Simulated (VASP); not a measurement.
GaAs:

```
CELL_PARAMETERS angstrom
0.00000 2.87509 2.87509
2.87509 0.00000 2.87509
2.87509 2.87509 0.00000
ATOMIC_POSITIONS crystal
Ga 0.00000 0.00000 0.00000
As 0.75000 0.75000 0.75000
```

```yaml
Program: VASP 6.6.1
Task: relaxation of cell and atoms
Functional: r2SCAN
Dispersion: rVV10
Potentials_or_basis: VASP PAW PBE potentials, release 64 (Ga_d, As)
Cutoff: 550 eV
k_mesh: 10 × 10 × 10
Occupations: gaussian, width 0.02 eV
Spin: no spin polarisation
```

At the start: pressure -3.5 GPa; volume 23.77 Å³/atom.

How do energy, volume and symmetry change on relaxing?

Over 16 steps the energy falls by 14.0 meV/atom and the volume is 22.56 Å³/atom (-5.1 %); space group F-43m (No. 216, to 0.1 Å) before and after.

The path:
| step | energy change (eV) | largest force (eV/Å) | pressure (GPa) | volume (Å³) |
| --- | --- | --- | --- | --- |
| 1 | 0.0000 | 0.0000 | -3.47 | 47.53 |
| 2 | -0.0223 | 0.0000 | 1.82 | 44.07 |
| 3 | -0.0279 | 0.0000 | 0.04 | 45.09 |
| 4 | -0.0279 | 0.0000 | -0.06 | 45.14 |
| 5 | -0.0279 | 0.0000 | -0.04 | 45.14 |
| 6 | -0.0279 | 0.0000 | -0.04 | 45.13 |
| 7 | -0.0279 | 0.0000 | -0.04 | 45.13 |
| 8 | -0.0279 | 0.0000 | -0.04 | 45.13 |
| 9 | -0.0279 | 0.0000 | -0.04 | 45.13 |
| 10 | -0.0279 | 0.0000 | -0.04 | 45.13 |
| 11 | -0.0279 | 0.0000 | -0.04 | 45.13 |
| 12 | -0.0279 | 0.0000 | -0.03 | 45.13 |
| 13 | -0.0279 | 0.0000 | -0.03 | 45.13 |
| 14 | -0.0279 | 0.0000 | -0.02 | 45.12 |
| 15 | -0.0279 | 0.0000 | 0.02 | 45.10 |
| 16 | -0.0279 | 0.0000 | -0.01 | 45.11 |

Final structure:
```
CELL_PARAMETERS angstrom
0.00000 2.82544 2.82544
2.82544 0.00000 2.82544
2.82544 2.82544 0.00000
ATOMIC_POSITIONS crystal
Ga 0.00000 0.00000 0.00000
As 0.75000 0.75000 0.75000
```

Caveat: the PAW data sets were made with another functional, which shifts forces and pressure a little.
